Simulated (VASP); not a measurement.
A run of VASP 6.6.1 is set up as follows.

File INCAR:

```
ALGO = Normal
EDIFF = 1E-8
ENCUT = 520
GGA = PS
ISIF = 2
ISMEAR = 0
LASPH = True
LCHARG = False
LEPSILON = True
LREAL = False
LWAVE = False
NELM = 80
PREC = Accurate
SIGMA = 0.01
```

The input KPOINTS:

```
k-points
0
Gamma
  12 12 2
```

File POSCAR:

```
GaN
1.0
    3.2115400000      0.0000000000      0.0000000000
   -1.6057700000      2.7812700000      0.0000000000
    0.0000000000      0.0000000000     10.3568400000
Ga N
4 4
Direct
    0.0000000000      0.0000000000      0.2858700000
    0.3333333333      0.6666666667      0.5373500000
    0.6666666667      0.3333333333      0.0373500000
    0.0000000000      0.0000000000      0.7858700000
    0.3333333333      0.6666666667      0.8437400000
    0.0000000000      0.0000000000      0.5930400000
    0.6666666667      0.3333333333      0.3437500000
    0.0000000000      0.0000000000      0.0930400000
```

Potentials or basis: VASP PAW PBE potentials, release 64 (Ga_d, N).

Command:

```bash
$ cat potpaw_PBE.64/Ga_d/POTCAR potpaw_PBE.64/N/POTCAR > POTCAR
$ mpirun -np 1 vasp_std > vasp.out
```

(1) Estimate the electronic dielectric tensor (diagonal).

(2) Estimate the Born charges (mean of the diagonal).

(3) What does it give for the band gap on the k mesh?

Results:

(1) 7.58, 7.58, 10.97.

(2) Ga +2.79, +3.26 (each value once); N -3.17, -2.88 (each value once) e.

(3) 0.79 eV.

Caveat: semilocal functionals underestimate gaps, and a narrow one can read as zero.
